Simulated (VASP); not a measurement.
Input of a VASP 6.6.1 run:

POSCAR

```
Sc
1.0
    0.0000000000      2.3262773347      2.3262773347
    2.3262773347      0.0000000000      2.3262773347
    2.3262773347      2.3262773347      0.0000000000
Sc
1
Direct
    0.0000000000      0.0000000000      0.0000000000
```

Contents of INCAR.step1:

```
SYSTEM = Sc
  PREC = Accurate
  ENCUT = 550
  ISMEAR = -1
  SIGMA = 0.05
  LREAL = .False.
  LASPH = .True.
  NELM = 120
  NBANDS = 12
  GGA = PE
  ALGO = Normal
  EDIFF = 1E-5
  LWAVE = .True.
  LCHARG = .False.
  GGA_COMPAT = .False.
```

INCAR.step2

```
SYSTEM = Sc
  PREC = Accurate
  ENCUT = 550
  EDIFF = 1E-6
  ISMEAR = -1
  SIGMA = 0.05
  LREAL = .False.
  LASPH = .True.
  NELM = 120
  ALGO = Normal
  ISIF = 2
  LWAVE = .False.
  LCHARG = .True.
  METAGGA = R2SCAN
  LMIXTAU = .True.
  LELF = .True.
  LVHAR = .True.
  NBANDS = 12
  ISTART = 1
  GGA_COMPAT = .False.
```

The input KPOINTS:

```
Automatic mesh
0
Gamma
  8 8 8
  0 0 0
```

Potentials or basis: VASP PAW PBE potentials, release 64 (Sc_sv).

Launch:

```console
$ cat potpaw_PBE.64/Sc_sv/POTCAR > POTCAR
$ cp INCAR.step1 INCAR
$ mpirun -np 1 vasp_std > vasp.out
$ cp INCAR.step2 INCAR
$ mpirun -np 1 vasp_std > vasp.out
```

Task: Predict the band gap on the k mesh.

Result: Zero (an odd number of electrons rules out a gap without spin polarisation).

Task: What does it give for the pressure?

Result: 0.2 GPa.

Caveat: the PAW data sets were made with another functional, which shifts forces and pressure a little.
